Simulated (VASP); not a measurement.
Input of a VASP 6.6.1 run:

INCAR

```
SYSTEM = CdS
ALGO = Normal
EDIFF = 1E-7
ENCUT = 520
GGA = CA
ISIF = 2
ISMEAR = 0
LASPH = .True.
LCHARG = .False.
LREAL = .False.
LWAVE = .False.
NBANDS = 26
NELM = 100
PREC = Accurate
SIGMA = 0.01
```

KPOINTS

```
k-points
0
Gamma
  6 6 4
  0 0 0
```

File POSCAR:

```
CdS
1.0
    4.0364388717      0.0000000000      0.0000000000
   -2.0182194358      3.4956586037      0.0000000000
    0.0000000000      0.0000000000      6.5773626105
Cd S
2 2
Direct
    0.3333333333      0.6666666667     -0.0005091116
    0.6666666667      0.3333333333      0.4994908884
    0.3333333333      0.6666666667      0.3755091116
    0.6666666667      0.3333333333      0.8755091116
```

Potentials or basis: VASP PAW LDA potentials, release 64 (Cd, S).

Run with:

```console
$ cat potpaw_LDA.64/Cd/POTCAR potpaw_LDA.64/S/POTCAR > POTCAR
$ mpirun -np 1 vasp_std > vasp.out
```

Question: Predict the pressure.

Answer: 2.6 GPa.

Question: What does it give for the band gap on the k mesh?

Answer: 1.12 eV, direct.

Question: What does it give for the largest force?

Answer: 0.003 eV/Å.

Forces on the atoms (eV/Å):
```
Cd   0.000  0.000  0.003
Cd   0.000  0.000  0.003
S    0.000  0.000 -0.003
S    0.000  0.000 -0.003
```
